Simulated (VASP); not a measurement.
# C (P6_3/mmc) in VASP: a series of runs, part 2 of 2

VASP 6.6.1.

## Step 5: Relaxation of cell and atoms, r2SCAN

File POSCAR:

```
C
1.0
    2.5221000000      0.0000000000      0.0000000000
   -1.2610500000      2.1842026709      0.0000000000
    0.0000000000      0.0000000000     12.3557000000
C
12
Direct
    0.6666666667      0.3333333333      0.3541700000
    0.3333333333      0.6666666667      0.8541700000
    0.6666666667      0.3333333333      0.1458300000
    0.3333333333      0.6666666667      0.6458300000
    0.6666666667      0.3333333333      0.4791700000
    0.3333333333      0.6666666667      0.9791700000
    0.6666666667      0.3333333333      0.0208300000
    0.3333333333      0.6666666667      0.5208300000
    0.0000000000      0.0000000000      0.8125000000
    0.0000000000      0.0000000000      0.3125000000
    0.0000000000      0.0000000000      0.6875000000
    0.0000000000      0.0000000000      0.1875000000
```

File INCAR.step1:

```
SYSTEM = C
  PREC = Accurate
  ENCUT = 600
  ISMEAR = -1
  SIGMA = 0.05
  LREAL = .FALSE.
  LASPH = .TRUE.
  NELM = 60
  GGA = PE
  ALGO = Normal
  EDIFF = 1E-4
  LWAVE = .TRUE.
  LCHARG = .FALSE.
```

File INCAR.step2:

```
SYSTEM = C
  PREC = Accurate
  ENCUT = 600
  EDIFF = 1E-6
  ISMEAR = -1
  SIGMA = 0.05
  LREAL = .FALSE.
  LASPH = .TRUE.
  NELM = 60
  ALGO = Normal
  ISIF = 3
  LWAVE = .FALSE.
  LCHARG = .FALSE.
  METAGGA = R2SCAN
  LMIXTAU = .TRUE.
  IBRION = 2
  NSW = 60
  EDIFFG = -0.01
  ISTART = 1
```

File KPOINTS:

```
regular mesh
0
G
  12 12 3
  0 0 0
```

Launch:

```console
cat potpaw_PBE.64/C/POTCAR > POTCAR
cp INCAR.step1 INCAR
mpirun -np 1 vasp_std > vasp.out
cp INCAR.step2 INCAR
mpirun -np 1 vasp_std > vasp.out
```

Wall time 13 min (1 thread of AMD EPYC 9R45 (Zen 5), shared host); peak memory 0.21 GiB.

The run converged. Its results:

```
Free energy                           : -117.9049 eV
Relaxed volume                        : 5.65 Å³/atom
Relaxed cell                          : a = 2.513 Å, b = 2.513 Å, c = 12.394 Å, α = 90.00°, β = 90.00°, γ = 120.00°
Space group after relaxing (to 0.1 Å) : P6_3/mmc (No. 194)
Energy gained by relaxing             : 1.8 meV/atom
Ionic steps                           : 6
Pressure after relaxing               : -0.1 GPa
Largest force after relaxing          : 0.008 eV/Å
Band gap on the k mesh                : 4.66 eV (least direct gap 5.63 eV)
```

Forces on the atoms (eV/Å):
```
C    0.000  0.000 -0.008
C    0.000  0.000 -0.008
C    0.000  0.000  0.008
C    0.000  0.000  0.008
C    0.000  0.000  0.006
C    0.000  0.000  0.006
C    0.000  0.000 -0.006
C    0.000  0.000 -0.006
C    0.000  0.000 -0.008
C    0.000  0.000 -0.008
C    0.000  0.000  0.008
C    0.000  0.000  0.008
```

Stress tensor (GPa, compression positive):
```
-0.16  0.00  0.00
 0.00 -0.16  0.00
 0.00  0.00  0.09
```

Step by step:
```tsv
step	energy change (eV)	largest force (eV/Å)	pressure (GPa)	volume (Å³)
1	0.0000	0.3439	-1.79	68.06
2	0.0031	0.3800	2.46	67.44
3	-0.0212	0.1018	0.12	67.77
4	-0.0199	0.2061	0.00	67.78
5	-0.0217	0.0172	0.08	67.77
6	-0.0217	0.0079	-0.07	67.80
```

Final structure:
```yaml
crystal:
  lattice:
    - [2.51326, 0.00000, 0.00000]
    - [-1.25663, 2.17655, 0.00000]
    - [0.00000, 0.00000, 12.39354]
  atoms:
    - { symbol: C, position: [0.66667, 0.33333, 0.35496] }
    - { symbol: C, position: [0.33333, 0.66667, 0.85496] }
    - { symbol: C, position: [0.66667, 0.33333, 0.14504] }
    - { symbol: C, position: [0.33333, 0.66667, 0.64504] }
    - { symbol: C, position: [0.66667, 0.33333, 0.47923] }
    - { symbol: C, position: [0.33333, 0.66667, 0.97923] }
    - { symbol: C, position: [0.66667, 0.33333, 0.02077] }
    - { symbol: C, position: [0.33333, 0.66667, 0.52077] }
    - { symbol: C, position: [0.00000, 0.00000, 0.81318] }
    - { symbol: C, position: [0.00000, 0.00000, 0.31318] }
    - { symbol: C, position: [0.00000, 0.00000, 0.68682] }
    - { symbol: C, position: [0.00000, 0.00000, 0.18682] }
```

Levels at points of the mesh, in eV from the valence-band top:
```csv
k point,band 21,band 22,band 23,band 24,band 25,band 26,band 27,band 28
"(0.00, 0.00, 0.00)",-1.05,-0.16,0.00,0.00,5.63,5.63,5.77,6.80
"(0.50, 0.00, 0.00)",-4.34,-4.29,-3.84,-3.11,4.86,5.50,5.55,5.89
```

Caveat: the PAW data sets were made with another functional, which shifts forces and pressure a little; an odd mesh through Γ misses points on the zone boundary, where band edges can lie.

## Step 6: Single point, BLYP

File INCAR:

```
SYSTEM = C
AGGAC = 1.0
AGGAX = 1.0
ALDAC = 0.0
ALDAX = 1.0
ALGO = Normal
EDIFF = 1E-7
ENCUT = 520
GGA = B5
ISIF = 2
ISMEAR = -1
LASPH = .TRUE.
LCHARG = .FALSE.
LREAL = .FALSE.
LWAVE = .FALSE.
NBANDS = 36
NELM = 80
PREC = Accurate
SIGMA = 0.05
```

File KPOINTS:

```
k-points
0
G
  12 12 3
  0 0 0
```

POSCAR is that of step 5.

Potentials or basis: VASP PAW PBE potentials, release 64 (C).

Launch:

```console
cat potpaw_PBE.64/C/POTCAR > POTCAR
mpirun -np 1 vasp_std > vasp.out
```

OUTCAR:

```text
SYSTEM = C
   EDIFF = 1E-7
   ENCUT = 520
   GGA = B5
   ISIF = 2
   ISMEAR = -1
   LASPH = .TRUE.
   LREAL = .FALSE.
   NELM = 80
   PREC = Accurate

 ion  position               nearest neighbor table
   1  0.667  0.333  0.354-   5 1.54  10 1.54  10 1.54  10 1.54
   2  0.333  0.667  0.854-   6 1.54   9 1.54   9 1.54   9 1.54
   3  0.667  0.333  0.146-   7 1.54  12 1.54  12 1.54  12 1.54
   4  0.333  0.667  0.646-   8 1.54  11 1.54  11 1.54  11 1.54
   5  0.667  0.333  0.479-   8 1.54   8 1.54   8 1.54   1 1.54
   6  0.333  0.667  0.979-   7 1.54   7 1.54   7 1.54   2 1.54
   7  0.667  0.333  0.021-   6 1.54   6 1.54   6 1.54   3 1.54
   8  0.333  0.667  0.521-   5 1.54   5 1.54   5 1.54   4 1.54
   9  0.000  0.000  0.812-  11 1.54   2 1.54   2 1.54   2 1.54
  10  0.000  0.000  0.312-  12 1.54   1 1.54   1 1.54   1 1.54
  11  0.000  0.000  0.688-   9 1.54   4 1.54   4 1.54   4 1.54
  12  0.000  0.000  0.188-  10 1.54   3 1.54   3 1.54   3 1.54

  LATTYP: Found a hexagonal cell.
 ALAT       =     2.5221000000
 C/A-ratio  =     4.8989730780

  Lattice vectors:

 A1 = (   2.5221000000,   0.0000000000,   0.0000000000)
 A2 = (  -1.2610500000,   2.1842026709,   0.0000000000)
 A3 = (   0.0000000000,   0.0000000000,  12.3557000000)

Analysis of symmetry for initial positions (statically):
=====================================================================
 Subroutine PRICEL returns:
 Original cell was already a primitive cell.

 Routine SETGRP: Setting up the symmetry group for a
 hexagonal supercell.

 Subroutine GETGRP returns: Found 24 space group operations
 (whereof 12 operations were pure point group operations)
 out of a pool of 24 trial point group operations.

The static configuration has the point symmetry D_3d.
 The point group associated with its full space group is D_6h.

Analysis of symmetry for dynamics (positions and initial velocities):
=====================================================================
 Subroutine PRICEL returns:
 Original cell was already a primitive cell.

 Routine SETGRP: Setting up the symmetry group for a
 hexagonal supercell.

 Subroutine GETGRP returns: Found 24 space group operations
 (whereof 12 operations were pure point group operations)
 out of a pool of 24 trial point group operations.

The dynamic configuration has the point symmetry D_3d.
 The point group associated with its full space group is D_6h.

 Subroutine INISYM returns: Found 24 space group operations
 (whereof 12 operations are pure point group operations),
 and found     1 'primitive' translations

----------------------------------------------------------------------------------------

                                     Primitive cell

  volume of cell :      68.0648

  direct lattice vectors                    reciprocal lattice vectors
     2.522100000  0.000000000  0.000000000     0.396494984  0.228916486  0.000000000
    -1.261050000  2.184202671  0.000000000     0.000000000  0.457832972  0.000000000
     0.000000000  0.000000000 12.355700000     0.000000000  0.000000000  0.080934306

  length of vectors
[... 61 lines left out ...]
  0.166667  0.000000  0.000000      6.000000
  0.250000  0.000000  0.000000      6.000000
  0.333333  0.000000  0.000000      6.000000
  0.416667  0.000000  0.000000      6.000000
[... 16 lines left out ...]
  0.250000  0.000000  0.333333     12.000000
  0.333333  0.000000  0.333333     12.000000
 [... further k-points ...]
   k-points           NKPTS =     38   k-points in BZ     NKDIM =     38   number of bands    NBANDS=     36
   number of dos      NEDOS =    301   number of ions     NIONS =     12
   total plane-waves  NPLWV =  38400
   dimension x,y,z NGX =    20 NGY =   20 NGZ =   96
   dimension x,y,z NGXF=    40 NGYF=   40 NGZF=  192
   ions per type =              12
   NGX,Y,Z   is equivalent  to a cutoff of  13.18, 13.18, 12.92 a.u.
   NGXF,Y,Z  is equivalent  to a cutoff of  26.37, 26.37, 25.83 a.u.
 SYSTEM =  C
   PREC   = accura    normal or accurate (medium, high low for compatibility)
   ISTART =      0    job   : 0-new  1-cont  2-samecut
   ICHARG =      2    charge: 1-file 2-atom 10-const
   ISPIN  =      1    spin polarized calculation?
   LNONCOLLINEAR =      F non collinear calculations
   LSORBIT =      F    spin-orbit coupling
   LASPH  =      T    aspherical Exc in radial PAW
   ENCUT  =  520.0 eV  38.22 Ry    6.18 a.u.   4.69  4.69 22.97*2*pi/ulx,y,z
   NELM   =     80;   NELMIN=  2; NELMDL= -5     # of ELM steps
   EDIFF  = 0.1E-06   stopping-criterion for ELM
   LREAL  =      F    real-space projection
   EDIFFG = 0.1E-05   stopping-criterion for IOM
   NSW    =      0    number of steps for IOM
   IBRION =     -1    ionic relax: 0-MD 1-quasi-New 2-CG
   NFREE  =      0    steps in history (QN), initial steepest desc. (CG)
   ISIF   =      2    stress and relaxation
   ISYM   =      2    0-nonsym 1-usesym 2-fastsym
   POTIM  = 0.5000    time-step for ionic-motion
   TEBEG  =    0.0;   TEEND  =   0.0 temperature during run
   PSTRESS=    0.0 pullay stress
   NELECT =      48.0000    total number of electrons
   NUPDOWN=      -1.0000    fix difference up-down
   EMIN   =  10.00;   EMAX   =-10.00  energy-range for DOS
   EFERMI =   0.00;   METHOD = LEGACY
   ISMEAR =    -1;   SIGMA  =   0.05  broadening in eV -4-tet -1-fermi 0-gaus
   EFERMI_NEDOS =   21; number of points for ismear=-14 and -15
   IALGO  =     38    algorithm
   IMIX   =      4    mixing-type and parameters
     AMIX     =   0.40;   BMIX     =  1.00
     AMIX_MAG =   1.60;   BMIX_MAG =  1.00
  volume/ion in A,a.u.               =       5.67        38.28
  Fermi-wavevector in a.u.,A,eV,Ry     =   1.457184  2.753678 28.890408  2.123385
  Thomas-Fermi vector in A             =   2.574015
   LORBIT       =      0    0 simple, 1 ext, 2 COOP (PROOUT), +10 PAW based schemes
   GGA     = B5    functional components
   LHFCALC =     F    Hartree Fock is set to
   AEXX    =    0.0000 exact exchange contribution
   IVDW    =     0    specifies the selected vdW correction
   LEPSILON=     F    determine dielectric tensor
   LRPA    =     F    only Hartree local field effects (RPA)
 non-spin polarized calculation
  energy-cutoff  :      520.00
  volume of cell :       68.06
 maximum number of plane-waves:      1852
 NGX is ok and might be reduce to    20
   NGX =  9   NGY =  9   NGZ = 45

 number of electron      47.9999995 magnetization

 Free energy of the ion-electron system (eV)
  ---------------------------------------------------
  ext. energy  EPLUGINS =         0.00000000
  ---------------------------------------------------
  free energy    TOTEN  =      -100.19807768 eV

  energy without entropy =     -100.19807768  energy(sigma->0) =     -100.19807768

 E-fermi :  11.0336     XC(G=0): -12.5435

 val. band max:       10.1028478637   @ k =   0.0000   0.0000   0.0000
 cond. band min:      14.7836512998   @ k =   0.3333   0.0000   0.0000
 fundamental gap:      4.6808034361
 Fermi energy:        11.0336157790

 k-point     1 :       0.0000    0.0000    0.0000
  band No.  band energies     occupation
      1     -11.1864      2.00000
      2     -10.4463      2.00000
      3     -10.4025      2.00000
      4      -8.2025      2.00000
      5      -8.1808      2.00000
      6      -5.4700      2.00000
[... 925 lines left out ...]
     35      19.3603      0.00000
     36      20.1210      0.00000

 [... further k-points ...]
[... 5 lines left out ...]
  --------------------------------------------------------------------------------------
  -------------------------------------------------------------------------------------
  Total        3.9713598      3.9713598      7.4695025      0.0000000      0.0000000      0.0000000
  in kB       93.4818347     93.4818347    175.8246124      0.0000000      0.0000000      0.0000000
  external PRESSURE =     120.9294273 kB  Pullay stress =       0.0000000 kB

 VOLUME and BASIS-vectors are now :
 -----------------------------------------------------------------------------
  energy-cutoff  :      520.00
  volume of cell :       68.06
      direct lattice vectors                 reciprocal lattice vectors
     2.522100000  0.000000000  0.000000000     0.396494984  0.228916486  0.000000000
    -1.261050000  2.184202671  0.000000000     0.000000000  0.457832972  0.000000000
     0.000000000  0.000000000 12.355700000     0.000000000  0.000000000  0.080934306

 POSITION                                       TOTAL-FORCE (eV/Angst)
 -----------------------------------------------------------------------------------
      1.26105      0.72807      4.37602        -0.000000     -0.000000      0.321261
     -0.00000      1.45614     10.55387        -0.000000     -0.000000      0.321261
      1.26105      0.72807      1.80183         0.000000      0.000000     -0.321261
     -0.00000      1.45614      7.97968         0.000000     -0.000000     -0.321261
      1.26105      0.72807      5.92048        -0.000000      0.000000     -0.026392
     -0.00000      1.45614     12.09833         0.000000      0.000000     -0.026392
      1.26105      0.72807      0.25737        -0.000000      0.000000      0.026392
     -0.00000      1.45614      6.43522         0.000000     -0.000000      0.026392
      0.00000      0.00000     10.03901         0.000000     -0.000000      0.322355
      0.00000      0.00000      3.86116         0.000000      0.000000      0.322355
      0.00000      0.00000      8.49454         0.000000     -0.000000     -0.322355
      0.00000      0.00000      2.31669         0.000000      0.000000     -0.322355
 -----------------------------------------------------------------------------------
    total drift:                               -0.000000      0.000000      0.000000

  FREE ENERGIE OF THE ION-ELECTRON SYSTEM (eV)
  ---------------------------------------------------
  free  energy   TOTEN  =      -100.1980776847 eV

  energy  without entropy=     -100.1980776846  energy(sigma->0) =     -100.19807768
```

Run time: 2.3 min. Hardware: 1 thread of Intel Xeon 8259CL, shared host; peak memory 0.21 GiB.

Results:

| Quantity | Value |
| --- | --- |
| Free energy | -100.1981 eV |
| Pressure | 12.1 GPa |
| Largest force | 0.322 eV/Å |
| Band gap on the k mesh | 4.68 eV (least direct gap 5.46 eV) |

Forces on the atoms (eV/Å):
```
C    0.000  0.000  0.321
C    0.000  0.000  0.321
C    0.000  0.000 -0.321
C    0.000  0.000 -0.321
C    0.000  0.000 -0.026
C    0.000  0.000 -0.026
C    0.000  0.000  0.026
C    0.000  0.000  0.026
C    0.000  0.000  0.322
C    0.000  0.000  0.322
C    0.000  0.000 -0.322
C    0.000  0.000 -0.322
```

Stress tensor (GPa, compression positive):
```
 9.35  0.00  0.00
 0.00  9.35  0.00
 0.00  0.00 17.58
```

Caveat: the cell stands under pressure; the PAW data sets were made with another functional, which shifts forces and pressure a little; an odd mesh through Γ misses points on the zone boundary, where band edges can lie. As with any semilocal functional, this BLYP gap is likely too small.

## Step 7: The runs side by side

```tsv
task	level	cell	cutoff (eV)	gap on the mesh (eV)	pressure (GPa)	relaxed volume (Å³/atom)	largest force (eV/Å)
relaxation of cell and atoms	PBE+D4	relaxed	600	4.47	0.0	5.63	-
relaxation of cell and atoms	RPBE+D4	relaxed	600	4.48	0.0	5.59	-
relaxation of cell and atoms	revPBE	relaxed	600	4.40	0.0	5.76	-
relaxation of cell and atoms	r2SCAN	relaxed	600	4.66	-0.1	5.65	0.01
single point	BLYP	as given	520	4.68	12.1	-	0.32
```

Alike in all rows: potentials or basis VASP PAW PBE potentials, release 64 (C); no spin polarisation; k mesh 12 × 12 × 3; smearing fermi-dirac 0.05 eV.

Caveats: an odd mesh through Γ misses points on the zone boundary, where band edges can lie; the PAW data sets were made with another functional, which shifts forces and pressure a little (at least some runs); the cell stands under pressure (at least some runs).

Total energies depend on the potentials used, so only differences within one code and one set of settings carry meaning.
